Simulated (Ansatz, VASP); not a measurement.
# One calculation of W, two programs

The input INCAR:

```
ALGO     = Normal         # electronic algorithm
EDIFF    = 1E-7           # SCF threshold, eV
EDIFFG   = -0.005         # ionic threshold
ENCUT    = 500            # plane-wave cutoff, eV
GGA      = PE             # functional
GGA_COMPAT= F            
IBRION   = 2              # ionic algorithm
ISIF     = 3              # what is computed and relaxed
ISMEAR   = -1             # smearing method
IVDW     = 12             # dispersion correction
LASPH    = T              # aspherical terms in the spheres
LCHARG   = F              # write CHGCAR
LREAL    = F              # projectors in reciprocal space
LWAVE    = F              # write WAVECAR
NELM     = 120            # most SCF steps
NELMIN   = 4            
NSW      = 80             # ionic steps
PREC     = Accurate       # precision mode
SIGMA    = 0.15           # smearing width, eV
```

KPOINTS

```
k-points
0
Gamma
  15 15 15
```

Contents of POSCAR:

```
W
1.0
   -1.5823450000      1.5823450000      1.5823450000
    1.5823450000     -1.5823450000      1.5823450000
    1.5823450000      1.5823450000     -1.5823450000
W
1
Direct
    0.0000000000      0.0000000000      0.0000000000
```

Input for Ansatz:

```yaml
crystal:
  lattice:
    bravais: bcc
    a: 3.16469
  space_group: 229
  atoms:
    - { symbol: W, position: [0.0, 0.0, 0.0] }
  reduce_to_primitive: true
kpoints:
  mp_grid:
    grid: [15, 15, 15]
hamiltonian:
  xc: pbe
  dispersion: d3bj
scf:
  occupations:
    method: fermi_dirac
    width: 0.15
relax:
  f_tol: 0.005
  cell: {}
```

Alike in both runs: task relaxation of cell and atoms; functional PBE; dispersion D3(BJ); k mesh 15 × 15 × 15; occupations fermi-dirac, width 0.15 eV; no spin polarisation.

|  | VASP | Ansatz |
| --- | --- | --- |
| version | VASP 6.6.1 | Ansatz 0.2.0 |
| potentials or method | VASP PAW PBE potentials, release 64 (W_sv) | plane waves, PAW |
| plane-wave cutoff (eV) | 500 | 420 |
| valence electrons in the cell | 14 | 14 |

```csv
,VASP,Ansatz,Ansatz less VASP
relaxed volume (Å³/atom),15.80,15.77,-0.027
relaxed length of the cell vector where the two differ most in proportion (Å),2.738,2.736,-0.0016
```

Spin-orbit coupling is off throughout.
